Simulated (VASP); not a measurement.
# CaSi3N2 (P-6m2) in VASP: a series of runs

Runs on CaSi3N2. Level: PBE. Tasks: single point, relaxation of cell and atoms.

Everything below comes from runs of VASP 6.6.1. Logs are shortened: lines on timing, memory, paths and dates and some standing lists are left out, and cuts for length are marked.

### 1 The cell of the first run

The structure is hexagonal, space group P-6m2 (No. 187). Conventional cell: a = 3.772 Å, b = 3.772 Å, c = 7.923 Å, α = 90.00°, β = 90.00°, γ = 120.00°. Ca (site symmetry -6m2) has 3 Si at 2.18 Å and 6 N at 2.93 Å within 3.0 Å. Within 3.0 Å of Si (site symmetry -6m2) lie 3 Si at 2.18 Å and 6 N at 2.96 Å. Si (site symmetry -6m2) has 3 Ca at 2.18 Å and 6 N at 2.93 Å within 3.0 Å. Within 3.0 Å of Si (site symmetry -6m2) lie 3 Si at 2.18 Å and 6 N at 2.96 Å. Within 4.0 Å of N (site symmetry 3m) lie 9 Si at 2.93 to 2.96 Å and 3 Ca at 2.93 Å and 8 N at 3.77 to 4.00 Å.

The cell was generated, and may not be a known phase.

### 2 Single point, PBE

Contents of INCAR:

```
SYSTEM = CaSi3N2
  ALGO = Normal
  EDIFF = 1E-6
  ENCUT = 600
  GGA = PE
  GGA_COMPAT = .FALSE.
  ISIF = 2
  ISMEAR = 0
  LASPH = .TRUE.
  LCHARG = .FALSE.
  LREAL = .FALSE.
  LWAVE = .FALSE.
  NBANDS = 25
  NELM = 120
  PREC = Accurate
  SIGMA = 0.1
```

Contents of KPOINTS:

```
k-points
0
G
  6 6 2
  0 0 0
```

Contents of POSCAR:

```
CaSi3N2
1.0
    3.7722426500      0.0000000000      0.0000000000
   -1.8861213200      3.2668579600      0.0000000000
    0.0000000000      0.0000000000      7.9232653300
Ca Si N
1 3 2
Direct
    0.0000000000      0.0000000000      0.0000000000
    0.0000000000      0.0000000000      0.5000000000
    0.3333333300      0.6666666700      0.0000000000
    0.3333333300      0.6666666700      0.5000000000
    0.6666666700      0.3333333300      0.2478670000
    0.6666666700      0.3333333300      0.7521330000
```

Potentials or basis: VASP PAW PBE potentials, release 64 (Ca_sv, Si, N).

On the command line:

```sh
$ cat potpaw_PBE.64/Ca_sv/POTCAR potpaw_PBE.64/Si/POTCAR potpaw_PBE.64/N/POTCAR > POTCAR
$ mpirun -np 1 vasp_std > vasp.out
```

OUTCAR:

```text
SYSTEM = CaSi3N2
   EDIFF = 1E-6
   ENCUT = 600
   GGA = PE
   ISIF = 2
   ISMEAR = 0
   LASPH = .TRUE.
   LREAL = .FALSE.
   NELM = 120
   PREC = Accurate

 ion  position               nearest neighbor table
   1  0.000  0.000  0.000-   3 2.18   3 2.18   3 2.18
   2  0.000  0.000  0.500-   4 2.18   4 2.18   4 2.18
   3  0.333  0.667  0.000-   1 2.18   1 2.18   1 2.18
   4  0.333  0.667  0.500-   2 2.18   2 2.18   2 2.18
   5  0.667  0.333  0.248-
   6  0.667  0.333  0.752-

  LATTYP: Found a hexagonal cell.
 ALAT       =     3.7722426500
 C/A-ratio  =     2.1004124244

  Lattice vectors:

 A1 = (   3.7722426500,   0.0000000000,   0.0000000000)
 A2 = (  -1.8861213200,   3.2668579600,   0.0000000000)
 A3 = (   0.0000000000,   0.0000000000,   7.9232653300)

Analysis of symmetry for initial positions (statically):
=====================================================================
 Subroutine PRICEL returns:
 Original cell was already a primitive cell.

 Routine SETGRP: Setting up the symmetry group for a
 hexagonal supercell.

 Subroutine GETGRP returns: Found 12 space group operations
 (whereof 12 operations were pure point group operations)
 out of a pool of 24 trial point group operations.

The static configuration has the point symmetry D_3h.

Analysis of symmetry for dynamics (positions and initial velocities):
=====================================================================
 Subroutine PRICEL returns:
 Original cell was already a primitive cell.

 Routine SETGRP: Setting up the symmetry group for a
 hexagonal supercell.

 Subroutine GETGRP returns: Found 12 space group operations
 (whereof 12 operations were pure point group operations)
 out of a pool of 24 trial point group operations.

The dynamic configuration has the point symmetry D_3h.

 Subroutine INISYM returns: Found 12 space group operations
 (whereof 12 operations are pure point group operations),
 and found     1 'primitive' translations

----------------------------------------------------------------------------------------

                                     Primitive cell

  volume of cell :      97.6414

[... 75 lines left out ...]
 SYSTEM =  CaSi3N2
   PREC   = accura    normal or accurate (medium, high low for compatibility)
   ISTART =      0    job   : 0-new  1-cont  2-samecut
   ICHARG =      2    charge: 1-file 2-atom 10-const
   ISPIN  =      1    spin polarized calculation?
   LNONCOLLINEAR =      F non collinear calculations
   LSORBIT =      F    spin-orbit coupling
   LASPH  =      T    aspherical Exc in radial PAW
   ENCUT  =  600.0 eV  44.10 Ry    6.64 a.u.   7.53  7.53 15.82*2*pi/ulx,y,z
   NELM   =    120;   NELMIN=  2; NELMDL= -5     # of ELM steps
   EDIFF  = 0.1E-05   stopping-criterion for ELM
   LREAL  =      F    real-space projection
[... 7 lines left out ...]
   TEBEG  =    0.0;   TEEND  =   0.0 temperature during run
   PSTRESS=    0.0 pullay stress
   NELECT =      32.0000    total number of electrons
   NUPDOWN=      -1.0000    fix difference up-down
   EMIN   =  10.00;   EMAX   =-10.00  energy-range for DOS
   EFERMI =   0.00;   METHOD = LEGACY
   ISMEAR =     0;   SIGMA  =   0.10  broadening in eV -4-tet -1-fermi 0-gaus
   EFERMI_NEDOS =   21; number of points for ismear=-14 and -15
   IALGO  =     38    algorithm
   IMIX   =      4    mixing-type and parameters
     AMIX     =   0.40;   BMIX     =  1.00
     AMIX_MAG =   1.60;   BMIX_MAG =  1.00
  volume/ion in A,a.u.               =      16.27       109.82
  Fermi-wavevector in a.u.,A,eV,Ry     =   1.128704  2.132942 17.333457  1.273973
  Thomas-Fermi vector in A             =   2.265395
   LORBIT       =      0    0 simple, 1 ext, 2 COOP (PROOUT), +10 PAW based schemes
   GGA     = PE    functional components
   LHFCALC =     F    Hartree Fock is set to
   AEXX    =    0.0000 exact exchange contribution
   IVDW    =     0    specifies the selected vdW correction
   LEPSILON=     F    determine dielectric tensor
   LRPA    =     F    only Hartree local field effects (RPA)
 non-spin polarized calculation
 Gauss-broadening in eV      SIGMA  =   0.10
  energy-cutoff  :      600.00
  volume of cell :       97.64
 maximum number of plane-waves:      3289
   NGX = 15   NGY = 15   NGZ = 31

 number of electron      32.0000000 magnetization

 Free energy of the ion-electron system (eV)
  ---------------------------------------------------
  ext. energy  EPLUGINS =         0.00000000
  ---------------------------------------------------
  free energy    TOTEN  =       -21.50399540 eV

  energy without entropy =      -21.48911064  energy(sigma->0) =      -21.49655302

 E-fermi :   4.5706     XC(G=0): -10.0255

 val. band max:        4.5557199880   @ k =   0.3333   0.0000   0.5000
 cond. band min:       4.7118127107   @ k =   0.3333   0.3333   0.5000
 fundamental gap:      0.1560927227
 Fermi energy:         4.5706351646

 k-point     1 :       0.0000    0.0000    0.0000
  band No.  band energies     occupation
      1     -35.3526      2.00000
      2     -16.8298      2.00000
      3     -16.8298      2.00000
      4     -16.1989      2.00000
      5      -8.5114      2.00000
      6      -7.5453      2.00000
[... 381 lines left out ...]
     24      10.4605      0.00000
     25      11.0237      0.00000

------------------------ aborting loop because EDIFF is reached ----------------------------------------

  FORCE on cell =-STRESS in cart. coord.  units (eV):
  Direction    XX          YY          ZZ          XY          YZ          ZX
  --------------------------------------------------------------------------------------
  -------------------------------------------------------------------------------------
  Total       18.4784420     18.4784420    -16.3165485      0.0000000      0.0000000      0.0000000
  in kB      303.2088415    303.2088408   -267.7347892      0.0000005      0.0000000      0.0000000
  external PRESSURE =     112.8942977 kB  Pullay stress =       0.0000000 kB

 VOLUME and BASIS-vectors are now :
 -----------------------------------------------------------------------------
  energy-cutoff  :      600.00
  volume of cell :       97.64
      direct lattice vectors                 reciprocal lattice vectors
     3.772242650  0.000000000  0.000000000     0.265094293  0.153052261  0.000000000
    -1.886121320  3.266857960  0.000000000     0.000000000  0.306104524  0.000000000
     0.000000000  0.000000000  7.923265330     0.000000000  0.000000000  0.126210591

 POSITION                                       TOTAL-FORCE (eV/Angst)
 -----------------------------------------------------------------------------------
      0.00000      0.00000      0.00000        -0.000000      0.000000      0.000000
      0.00000      0.00000      3.96163        -0.000000      0.000000      0.000000
     -0.00000      2.17791      0.00000        -0.000000      0.000000      0.000000
     -0.00000      2.17791      3.96163         0.000000      0.000000      0.000000
      1.88612      1.08895      1.96392         0.000000     -0.000000     -1.859417
      1.88612      1.08895      5.95935        -0.000000     -0.000000      1.859417
 -----------------------------------------------------------------------------------
    total drift:                               -0.000028      0.000016     -0.000000

  FREE ENERGIE OF THE ION-ELECTRON SYSTEM (eV)
  ---------------------------------------------------
  free  energy   TOTEN  =       -21.5039953989 eV

  energy  without entropy=      -21.4891106361  energy(sigma->0) =      -21.49655302
```

OSZICAR:

```text
N       E                     dE             d eps       ncg     rms          rms(c)
DAV:   1     0.197432193355E+03    0.19743E+03   -0.15732E+04   700   0.131E+03
DAV:   2    -0.811043117077E+01   -0.20554E+03   -0.19537E+03   837   0.280E+02
DAV:   3    -0.221739531563E+02   -0.14064E+02   -0.13244E+02  1028   0.659E+01
DAV:   4    -0.228524916375E+02   -0.67854E+00   -0.67549E+00  1047   0.123E+01
DAV:   5    -0.228662967723E+02   -0.13805E-01   -0.13786E-01  1005   0.173E+00    0.756E+00
DAV:   6    -0.216617652012E+02    0.12045E+01   -0.24043E+00   947   0.917E+00    0.468E+00
DAV:   7    -0.216011656716E+02    0.60600E-01   -0.38829E-01   863   0.386E+00    0.291E+00
DAV:   8    -0.215407775101E+02    0.60388E-01   -0.18143E-01   904   0.287E+00    0.188E+00
DAV:   9    -0.215028887731E+02    0.37889E-01   -0.66023E-02   874   0.170E+00    0.183E-01
DAV:  10    -0.215037134844E+02   -0.82471E-03   -0.75642E-03   795   0.549E-01    0.108E-01
DAV:  11    -0.215039135739E+02   -0.20009E-03   -0.56055E-04  1069   0.127E-01    0.581E-02
DAV:  12    -0.215039926523E+02   -0.79078E-04   -0.83645E-05   778   0.635E-02    0.119E-02
DAV:  13    -0.215039950265E+02   -0.23742E-05   -0.95250E-06   934   0.169E-02    0.536E-03
DAV:  14    -0.215039953989E+02   -0.37233E-06   -0.15442E-06   561   0.722E-03
   1 F= -.21503995E+02 E0= -.21496553E+02  d E =-.148848E-01
```

stdout:

```text
POSCAR found type information on POSCAR CaSiN
 POSCAR found :  3 types and       6 ions
 scaLAPACK will be used
 LDA part: xc-table for (Slater+PW92), standard interpolation
 POSCAR, INCAR and KPOINTS ok, starting setup
 FFT: planning ... GRIDC
 FFT: planning ... GRID_SOFT
 FFT: planning ... GRID
 WAVECAR not read
 entering main loop
```

Wall time 58 s (1 thread of Intel Xeon Platinum 8259CL at 2.50GHz (Skylake/Cascade Lake), shared host); peak memory 0.24 GiB.

What came out:

* Free energy: -21.5040 eV
* Pressure: 11.3 GPa
* Largest force: 1.859 eV/Å
* Band gap on the k mesh: zero (bands 16 and 17 overlap by 0.06 eV)

Forces on the atoms (eV/Å):
```
Ca   0.000  0.000  0.000
Si   0.000  0.000  0.000
Si   0.000  0.000  0.000
Si   0.000  0.000  0.000
N    0.000  0.000 -1.859
N    0.000  0.000  1.859
```

Stress tensor (GPa, compression positive):
```
 30.32   0.00   0.00
  0.00  30.32   0.00
  0.00   0.00 -26.77
```

Caveat: the k points lie up to 0.40 Å⁻¹ apart; semilocal functionals underestimate gaps, and a narrow one can read as zero; forces of over 1 eV/Å act on the atoms, so gaps and moduli don't describe the material at rest.

### 3 Single point, PBE

This run uses another cell than the first one, of 21.81 Å³/atom.

Contents of INCAR:

```
PREC = Accurate
ENCUT = 600
EDIFF = 1E-6
ISMEAR = 0
SIGMA = 0.1
LREAL = F
LASPH = T
NELM = 120
ALGO = Normal
ISIF = 2
LWAVE = F
LCHARG = F
GGA = PE
NBANDS = 25
GGA_COMPAT = F
```

Contents of KPOINTS:

```
Automatic mesh
0
Gamma
  6 6 2
```

Contents of POSCAR:

```
CaSi3N2
1.0
    5.3955228893     -0.0000000041      0.0000000000
   -2.6977614411      4.6726598909      0.0000000000
    0.0000000000      0.0000000000      5.1894303793
Ca Si N
1 3 2
Direct
    0.0000000000      0.0000000000      0.0000000000
    0.0000000000      0.0000000000      0.5000000000
    0.3333333333      0.6666666667      0.0000000000
    0.3333333333      0.6666666667      0.5000000000
    0.6666666667      0.3333333333      0.1077670763
    0.6666666667      0.3333333333      0.8922329237
```

Potentials or basis: VASP PAW PBE potentials, release 64 (Ca_sv, Si, N).

On the command line:

```sh
$ cat potpaw_PBE.64/Ca_sv/POTCAR potpaw_PBE.64/Si/POTCAR potpaw_PBE.64/N/POTCAR > POTCAR
$ mpirun -np 1 vasp_std > vasp.out
```

Wall time 68 s (1 thread of Intel Xeon Platinum 8259CL at 2.50GHz (Skylake/Cascade Lake), shared host); peak memory 0.32 GiB.

Results (log left out):

```yaml
Free_energy: -30.5652 eV
Pressure: 0.7 GPa
Largest_force: 1.342 eV/Å
Band_gap_on_the_k_mesh: zero (bands 16 and 17 overlap by 1.09 eV)
```

Forces on the atoms (eV/Å):
```
Ca   0.000  0.000  0.000
Si   0.000  0.000  0.000
Si   0.000  0.000  0.000
Si   0.000  0.000  0.000
N    0.000  0.000  1.342
N    0.000  0.000 -1.342
```

Stress tensor (GPa, compression positive):
```
0.10 0.00 0.00
0.00 0.10 0.00
0.00 0.00 1.80
```

Levels at points of the mesh, in eV from the Fermi level:
| k point | band 12 | band 13 | band 14 | band 15 | band 16 | band 17 | band 18 | band 19 | band 20 | band 21 |
| --- | --- | --- | --- | --- | --- | --- | --- | --- | --- | --- |
| (0.00, 0.00, 0.00) | -3.58 | -3.23 | -2.13 | -2.13 | 0.61 | 0.61 | 0.89 | 1.24 | 1.24 | 2.24 |
| (0.50, 0.00, 0.00) | -3.86 | -3.28 | -2.31 | -1.11 | -0.02 | 0.68 | 0.82 | 0.97 | 1.98 | 2.73 |
| (0.00, 0.00, 0.50) | -5.03 | -1.70 | -1.70 | -1.40 | -0.48 | -0.48 | 0.20 | 0.20 | 2.21 | 2.68 |
| (0.50, 0.00, 0.50) | -6.22 | -2.35 | -2.03 | -0.65 | -0.20 | -0.02 | 1.26 | 1.74 | 2.16 | 2.47 |

Caveat: the k points lie up to 0.61 Å⁻¹ apart, too coarse for converged energies and pressures of a metal; the standard files for N, O and F lose accuracy on very short bonds; forces of over 1 eV/Å act on the atoms, so gaps and moduli don't describe the material at rest.

### 4 Single point, PBE

This run uses another cell than the first one, of 21.92 Å³/atom.

Contents of INCAR:

```
SYSTEM = CaSi3N2
PREC = Accurate
ENCUT = 600
EDIFF = 1E-6
ISMEAR = 0
SIGMA = 0.1
LREAL = .False.
LASPH = .True.
NELM = 120
ALGO = Normal
ISIF = 2
LWAVE = .False.
LCHARG = .True.
GGA = PE
LELF = .True.
LVHAR = .True.
NBANDS = 25
GGA_COMPAT = .False.
```

Contents of KPOINTS:

```
Automatic mesh
0
Gamma
  6 6 4
  0 0 0
```

Contents of POSCAR:

```
CaSi3N2
1.0
    5.2949716805      0.0000000000      0.0000000000
   -2.6474858403      4.5855799876      0.0000000000
    0.0000000000      0.0000000000      5.4173571143
Ca Si N
1 3 2
Direct
    0.0000000000      0.0000000000      0.0000000000
    0.0000000000      0.0000000000      0.5000000000
    0.3333333333      0.6666666667      0.0000000000
    0.3333333333      0.6666666667      0.5000000000
    0.6666666667      0.3333333333      0.1037299088
    0.6666666667      0.3333333333      0.8962700912
```

On the command line:

```sh
$ cat potpaw_PBE.64/Ca_sv/POTCAR potpaw_PBE.64/Si/POTCAR potpaw_PBE.64/N/POTCAR > POTCAR
$ mpirun -np 1 vasp_std > vasp.out
```

Wall time 95 s (1 thread of Intel Xeon Platinum 8259CL at 2.50GHz (Skylake/Cascade Lake), shared host); peak memory 0.32 GiB.

Results (log left out):

| Item | Value |
| --- | --- |
| Free energy | -30.2255 eV |
| Pressure | 0.5 GPa |
| Largest force | 1.242 eV/Å |
| Band gap on the k mesh | zero (bands 16 and 17 overlap by 1.08 eV) |

Forces in eV/Å, atoms in the order of the input:
```
Ca   0.000  0.000  0.000
Si   0.000  0.000  0.000
Si   0.000  0.000  0.000
Si   0.000  0.000  0.000
N    0.000  0.000  1.242
N    0.000  0.000 -1.242
```

Stress tensor (GPa, compression positive):
```
-0.09  0.00  0.00
 0.00 -0.09  0.00
 0.00  0.00  1.67
```

Levels at points of the mesh, in eV from the Fermi level:
```tsv
k point	band 12	band 13	band 14	band 15	band 16	band 17	band 18	band 19	band 20	band 21
(0.00, 0.00, 0.00)	-3.57	-2.84	-1.80	-1.80	0.66	0.66	1.00	1.24	1.24	2.32
(0.50, 0.00, 0.00)	-4.11	-2.89	-2.00	-0.79	-0.05	0.69	0.81	0.87	2.04	3.15
(0.00, 0.00, 0.50)	-4.51	-1.37	-1.37	-1.16	-0.43	-0.43	0.45	0.45	2.20	2.31
(0.50, 0.00, 0.50)	-6.05	-2.07	-1.82	-0.27	-0.11	0.10	1.20	1.73	2.26	2.34
```

Caveat: the standard files for N, O and F lose accuracy on very short bonds; forces of over 1 eV/Å act on the atoms, so gaps and moduli don't describe the material at rest.

### 5 Relaxation of cell and atoms, PBE

Contents of INCAR:

```
  PREC = Accurate
  ENCUT = 600
  EDIFF = 1E-7
  ISMEAR = 0
  SIGMA = 0.1
  LREAL = F
  LASPH = T
  NELM = 120
  ALGO = Normal
  ISIF = 3
  LWAVE = F
  LCHARG = F
  GGA = PE
  IBRION = 2
  NSW = 90
  EDIFFG = -0.04
  GGA_COMPAT = F
  NELMIN = 4
```

Contents of KPOINTS:

```
Automatic mesh
0
Gamma
  6 6 2
```

Contents of POSCAR:

```
CaSi3N2
1.0
    3.7722426500      0.0000000000      0.0000000000
   -1.8861213200      3.2668579600      0.0000000000
    0.0000000000      0.0000000000      7.9232653300
Ca Si N
1 3 2
Direct
    0.0000000000      0.0000000000      0.0000000000
    0.0000000000      0.0000000000      0.5000000000
    0.3333333300      0.6666666700      0.0000000000
    0.3333333300      0.6666666700      0.5000000000
    0.6666666700      0.3333333300      0.2478670000
    0.6666666700      0.3333333300      0.7521330000
```

On the command line:

```sh
$ cat potpaw_PBE.64/Ca_sv/POTCAR potpaw_PBE.64/Si/POTCAR potpaw_PBE.64/N/POTCAR > POTCAR
$ mpirun -np 1 vasp_std > vasp.out
```

Wall time 15 min (1 thread of Intel Xeon Platinum 8259CL at 2.50GHz (Skylake/Cascade Lake), shared host); peak memory 0.26 GiB.

It converged, with:

- Free energy: -30.1271 eV
- Relaxed volume: 20.09 Å³/atom
- Relaxed cell: a = 5.180 Å, b = 5.180 Å, c = 5.188 Å, α = 90.00°, β = 90.00°, γ = 120.00°
- Space group after relaxing (to 0.1 Å): P-6m2 (No. 187)
- Energy gained by relaxing: 1437.2 meV/atom
- Ionic steps: 28
- Pressure after relaxing: 0.0 GPa
- Band gap on the k mesh: zero (bands 16 and 17 overlap by 1.15 eV)

Step by step:
```tsv
step	energy change (eV)	largest force (eV/Å)	pressure (GPa)	volume (Å³)
1	0.0000	1.8594	11.29	97.64
2	-3.1062	0.9263	-8.25	111.91
3	-3.1025	1.0035	-7.35	110.75
4	-3.7238	0.9029	-3.93	99.59
5	-4.0099	0.9802	1.80	89.93
6	-4.0492	1.0971	5.69	85.28
7	-4.5366	1.8887	4.97	83.74
8	-4.3029	2.8788	34.57	76.50
9	-4.7049	2.2157	7.15	81.67
10	-4.7346	2.6821	10.78	80.41
11	-4.7317	3.7462	17.70	78.57
12	-4.8610	3.8669	19.07	78.87
13	-5.1592	2.7261	29.26	79.70
14	-5.5091	0.3702	31.33	81.60
15	-5.5948	3.6846	34.04	82.89
16	-6.2675	3.4670	28.73	86.44
17	-7.6866	4.0383	16.51	97.68
18	-8.2875	10.5901	4.42	122.96
19	-7.7928	8.5080	-8.90	131.72
20	-8.5887	0.0090	-1.85	125.84
21	-8.5901	0.4193	-1.57	125.67
22	-8.5902	0.5757	-1.47	125.61
23	-8.5994	0.5113	-1.24	124.82
24	-8.6179	0.3487	-0.51	122.45
25	-8.6132	0.1440	1.14	117.81
26	-8.6228	0.2710	0.16	120.50
27	-8.6203	0.7599	-0.52	120.68
28	-8.6231	0.0008	-0.02	120.55
```

Final structure:
```cif
data_structure
_symmetry_space_group_name_H-M 'P 1'
_symmetry_Int_Tables_number 1
_cell_length_a 5.1796
_cell_length_b 5.1796
_cell_length_c 5.1884
_cell_angle_alpha 90.000
_cell_angle_beta 90.000
_cell_angle_gamma 120.000
_cell_volume 120.55
loop_
_atom_site_label
_atom_site_type_symbol
_atom_site_fract_x
_atom_site_fract_y
_atom_site_fract_z
_atom_site_occupancy
Ca1 Ca 0.00000 0.00000 0.00000 1
Si1 Si 0.00000 0.00000 0.50000 1
Si2 Si 0.33333 0.66667 0.00000 1
Si3 Si 0.33333 0.66667 0.50000 1
N1 N 0.66667 0.33333 0.10977 1
N2 N 0.66667 0.33333 0.89023 1
```

Levels at points of the mesh, in eV from the Fermi level:
| k point | band 12 | band 13 | band 14 | band 15 | band 16 | band 17 | band 18 | band 19 | band 20 |
| --- | --- | --- | --- | --- | --- | --- | --- | --- | --- |
| (0.00, 0.00, 0.00) | -3.48 | -3.34 | -2.23 | -2.23 | 0.65 | 0.65 | 0.99 | 0.99 | 1.10 |
| (0.50, 0.00, 0.00) | -3.96 | -3.46 | -2.41 | -0.95 | -0.07 | 0.50 | 0.71 | 0.93 | 1.96 |
| (0.00, 0.00, 0.50) | -4.67 | -1.84 | -1.84 | -1.32 | -0.51 | -0.51 | 0.03 | 0.03 | 2.22 |
| (0.50, 0.00, 0.50) | -6.14 | -2.60 | -1.99 | -0.56 | -0.16 | 0.04 | 1.12 | 1.56 | 2.33 |

Caveat: the k points lie up to 0.61 Å⁻¹ apart in the final cell, too coarse for converged energies and pressures of a metal; the volume moved by over 15 % at a fixed basis, so the end points are rough.

[end of part 1 of 2]

The gap in the log of VASP goes by the Fermi energy; the results here count the filled bands.